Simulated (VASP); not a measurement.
Crystal: TiC.

```
Ti C
1.0
     2.60806   -1.55519    0.00000
     2.60806    1.55519    0.00000
     0.00000    0.00000    6.88021
Ti C
2 2
Direct
  0.50000 0.50000 0.00000
  0.50000 0.50000 0.50000
  0.11859 0.88141 0.25000
  0.88141 0.11859 0.75000
```

The cell was generated, and may not be a known phase.

* Program: VASP 6.6.1
* Task: relaxation of cell and atoms
* Functional: PBE
* Potentials or basis: VASP PAW PBE potentials, release 64 (Ti_sv, C)
* Cutoff: 600 eV
* k mesh: 6 × 6 × 4
* Occupations: gaussian, width 0.1 eV
* Spin: no spin polarisation

At the start: pressure -22.2 GPa; volume 13.95 Å³/atom.

**Question.** Where does the relaxation end?

**Answer.** Over 16 steps the energy falls by 682.4 meV/atom and the volume is 10.73 Å³/atom (-23.1 %); space group Cmcm (No. 63, to 0.1 Å) before, Cmmm (No. 65, to 0.1 Å).

Step by step:
```tsv
step	energy change (eV)	largest force (eV/Å)	pressure (GPa)	volume (Å³)
1	0.0000	1.7403	-22.20	55.81
2	-0.7597	5.8040	36.41	41.38
3	-1.2112	4.2189	6.30	46.05
4	-2.4827	1.5041	13.94	41.95
5	-2.5001	0.9617	16.46	41.42
6	-2.4596	0.2378	-17.18	46.96
7	-2.7161	0.2070	-2.06	43.92
8	-2.7162	0.2173	-1.85	43.87
9	-2.7161	0.2277	-1.54	43.82
10	-2.7253	0.0804	-0.24	43.36
11	-2.7260	0.0215	0.29	43.18
12	-2.7284	0.0392	-0.43	43.15
13	-2.7286	0.0679	-0.75	43.14
14	-2.7291	0.0586	0.47	42.82
15	-2.7294	0.0619	0.06	42.93
16	-2.7296	0.0207	-0.03	42.92
```

Final structure:
```
Ti C
1.0
     2.37097   -1.56261    0.00000
     2.37097    1.56261    0.00000
     0.00000    0.00000    5.79232
Ti C
2 2
Direct
  0.50000 0.50000 0.00000
  0.50000 0.50000 0.50000
  0.99956 0.00044 0.25000
  0.00044 0.99956 0.75000
```

Caveat: the k points lie up to 0.40 Å⁻¹ apart in the final cell, too coarse for converged energies and pressures of a metal; the volume moved by over 15 % at a fixed basis, so the end points are rough.
